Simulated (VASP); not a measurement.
Set up this calculation in VASP 6.6.1, as the native input.

```
Task                   : single point
Functional             : PBE
Potentials or basis    : VASP PAW PBE potentials, release 64 (Sn_d, O)
Cutoff                 : 520 eV
k mesh                 : 12 × 12 × 10
Occupations            : gaussian, width 0.15 eV
Spin                   : no spin polarisation
Dipole correction      : no
Further INCAR settings : ALGO = Fast; EDIFF = 1e-06; NBANDS = 28
```

The structure of SnO lies in POSCAR:

```
SnO
1.0
    3.8020000000      0.0000000000      0.0000000000
    0.0000000000      3.8020000000      0.0000000000
    0.0000000000      0.0000000000      4.8360000000
Sn O
2 2
Direct
    0.0000000000      0.4831349500      0.2304553712
    0.5000000000     -0.0168650500      0.7534553712
    0.0000000000      0.0000000000      0.0000000000
    0.5000000000      0.5000000000      0.0000000000
```

This cell differs from its parent crystal: all Sn atoms moved +0.075 Å, as atom 1 towards its neighbour atom 3 (O) at 2.224 Å.

These files were run (other wordings do the same):

INCAR

```
ALGO     = Fast           # electronic algorithm
EDIFF    = 1E-6           # SCF threshold, eV
ENCUT    = 520            # plane-wave cutoff, eV
GGA      = PE             # functional
ISIF     = 2              # what is computed and relaxed
ISMEAR   = 0              # smearing method
LASPH    = True           # aspherical terms in the spheres
LCHARG   = True           # write CHGCAR
LELF     = True           # ELF
LREAL    = False          # projectors in reciprocal space
LVHAR    = True         
LWAVE    = False          # write WAVECAR
NBANDS   = 28             # bands
NELM     = 60             # most SCF steps
PREC     = Accurate       # precision mode
SIGMA    = 0.15           # smearing width, eV
```

KPOINTS

```
k-points
0
Gamma
  12 12 10
```

Potentials or basis: VASP PAW PBE potentials, release 64 (Sn_d, O).

The run is started by

```console
$ cat potpaw_PBE.64/Sn_d/POTCAR potpaw_PBE.64/O/POTCAR > POTCAR
$ mpirun -np 1 vasp_std > vasp.out
```

Results of the run:

The pressure is 4.6 GPa, the largest force is 0.832 eV/Å and the band gap on the k mesh is 0.03 eV (least direct gap 1.85 eV).

Caveat: the cell differs from its parent crystal (all Sn atoms moved +0.075 Å, as atom 1 towards its neighbour atom 3 (O) at 2.224 Å); the cell stands under pressure; the smearing spreads over this small gap; semilocal functionals underestimate gaps, and a narrow one can read as zero; spin-orbit coupling is left out, which moves the levels of the heavy elements.

It took 14 min on 1 thread of Oxide Virtual Turin-like Processor (shared host), peak memory 0.67 GiB.
